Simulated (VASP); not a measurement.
**BP: relaxation of the atoms with PBE**

Crystal: BP.

```
B P
1.0
     0.00000    2.22268    2.22268
     2.22268    0.00000    2.22268
     2.22268    2.22268    0.00000
B P
1 1
Direct
  0.00000 0.00000 0.00000
  0.25000 0.25000 0.25000
```

This cell differs from its parent crystal: volume scaled by 0.94.

- Program: VASP 6.6.1
- Task: relaxation of the atoms
- Functional: PBE
- Potentials or basis: VASP PAW PBE potentials, release 64 (B, P)
- Cutoff: 520 eV
- k mesh: 16 × 16 × 16
- Occupations: fermi-dirac, width 0.02 eV
- Spin: no spin polarisation
- Dipole correction: no
- Further INCAR settings: ALGO = Normal; EDIFF = 1e-07; IBRION = 2; EDIFFG = -0.02; NSW = 80

* Pressure after relaxing: 12.4 GPa
* Band gap on the k mesh: 1.15 eV, indirect (least direct gap 3.50 eV)

Final structure:
```xyz
2
Lattice="0.0000 2.2227 2.2227 2.2227 0.0000 2.2227 2.2227 2.2227 0.0000" Properties=species:S:1:pos:R:3 pbc="T T T"
B     0.0000    0.0000    0.0000
P     1.1113    1.1113    1.1113
```

Levels at points of the mesh, in eV from the valence-band top:
```
           k point  band 2  band 3  band 4  band 5  band 6  band 7
(0.00, 0.00, 0.00)    0.00    0.00    0.00    3.50    3.50    3.50
(0.50, 0.00, 0.00)   -9.49   -1.83   -1.83    4.16    4.75    4.75
(0.50, 0.50, 0.00)   -8.91   -4.34   -4.34    1.21    1.60   12.71
```

Run time: 11 s on 1 thread of Intel(R) Xeon(R) Platinum 8559C (Emerald Rapids), on a shared host, peak memory 0.15 GiB.

Caveat: the relaxation stopped at its first step, so nothing moved. A k mesh can miss the band edges.
